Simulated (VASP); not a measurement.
Input of a VASP 6.6.1 run:

Contents of INCAR:

```
ALGO = Normal ; EDIFF = 1E-6
ENCUT = 520 ; GGA = PS
ISIF = 2 ; ISMEAR = 0
LASPH = T ; LCHARG = F
LREAL = F ; LWAVE = F
NBANDS = 11 ; NELM = 60
PREC = Accurate ; SIGMA = 0.1
```

The input KPOINTS:

```
k-points
0
Gamma
  14 14 10
```

POSCAR

```
MgB2
1.0
    3.0122563889      0.0000000000      0.0000000000
   -1.5061281945      2.8655200173      0.1217221500
    0.0000000000      0.1605078800      3.4830844100
Mg B
1 2
Direct
    0.0050907273      0.0101814547     -0.0010254496
    0.3358042703      0.6716085405      0.5028328162
    0.6591050024      0.3182100048      0.4981926334
```

Potentials or basis: VASP PAW PBE potentials, release 64 (Mg, B).

The run is started by

```bash
$ cat potpaw_PBE.64/Mg/POTCAR potpaw_PBE.64/B/POTCAR > POTCAR
$ mpirun -np 1 vasp_std > vasp.out
```

(1) What does it give for the largest force?

(2) What does it give for the band gap on the k mesh?

## Answers

(1) 0.325 eV/Å.

(2) zero (band 4 reaches 6.46 eV, above the bottom of band 5 at 3.30 eV).

Caveat: the cell differs from its parent crystal (strained and its atoms moved); the PAW data sets were made with another functional, which shifts forces and pressure a little.
